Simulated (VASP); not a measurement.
A run of VASP 6.6.1:

The input INCAR:

```
SYSTEM = TeP2
  PREC = Accurate
  ENCUT = 520
  EDIFF = 1E-6
  ISMEAR = 0
  SIGMA = 0.1
  LREAL = .False.
  LASPH = .True.
  NELM = 100
  ALGO = Normal
  ISIF = 2
  LWAVE = .False.
  LCHARG = .False.
  GGA = PE
  NBANDS = 15
```

Contents of KPOINTS:

```
regular mesh
0
Gamma
  6 6 4
  0 0 0
```

POSCAR

```
TeP2
1.0
    3.2369182000      0.0000000000      0.0000000000
    0.0000000000      3.2369182000      0.0000000000
    0.0000000000      0.0000000000      6.6785747700
Te P
1 2
Direct
    0.0000000000      0.0000000000      0.0000000000
    0.5000000000      0.5000000000      0.2949999900
    0.5000000000      0.5000000000      0.7050000100
```

Potentials or basis: VASP PAW PBE potentials, release 64 (Te, P).

The run is started by

```bash
$ cat potpaw_PBE.64/Te/POTCAR potpaw_PBE.64/P/POTCAR > POTCAR
$ mpirun -np 1 vasp_std > vasp.out
```

Hardware: 1 thread of Intel(R) Xeon(R) Platinum 8559C (Emerald Rapids), on a shared host.

**Question.** How long does it take, and how much memory?

**Answer.** Wall time 11 s on 1 thread of Intel(R) Xeon(R) Platinum 8559C (Emerald Rapids) (shared host), peak memory 0.19 GiB. Counts: scf iterations 15, k points 30.
